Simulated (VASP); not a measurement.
BiW (WC type), 2 atoms in the cell. Symmetry: P-6m2, No. 187, hexagonal system. Conventional cell: a = 3.546 Å, b = 3.546 Å, c = 3.475 Å, α = 90.00°, β = 90.00°, γ = 120.00°. Within 3.6 Å of W (site symmetry -6m2) lie 6 Bi at 2.69 Å and 8 W at 3.48 to 3.55 Å. Bi (site symmetry -6m2) has 6 W at 2.69 Å and 8 Bi at 3.48 to 3.55 Å within 3.6 Å. 

* Program: VASP 6.6.1
* Task: relaxation of cell and atoms
* Functional: PBE
* Potentials or basis: VASP PAW PBE potentials, release 64 (W_sv, Bi_d)
* Cutoff: 600 eV
* k mesh: 12 × 12 × 11
* Occupations: fermi-dirac, width 0.1 eV
* Spin: no spin polarisation
* Target pressure: 38 GPa
* Dipole correction: no
* Further INCAR settings: ALGO = Normal; EDIFF = 1e-07; IBRION = 2; EDIFFG = -0.005; NSW = 60; ISIF = 3

Potentials or basis: VASP PAW PBE potentials, release 64 (W_sv, Bi_d).

Command:

```bash
$ cat potpaw_PBE.64/W_sv/POTCAR potpaw_PBE.64/Bi_d/POTCAR > POTCAR
$ mpirun -np 1 vasp_std > vasp.out
```

Hardware: 1 thread of Intel(R) Xeon(R) Platinum 8488C (Sapphire Rapids), on a shared host.

Task: How long does it take, and how much memory?

Result: Wall time 7 min on 1 thread of Intel(R) Xeon(R) Platinum 8488C (Sapphire Rapids) (shared host), peak memory 0.26 GiB. Counts: scf iterations 131, k points 114, ion steps 15.
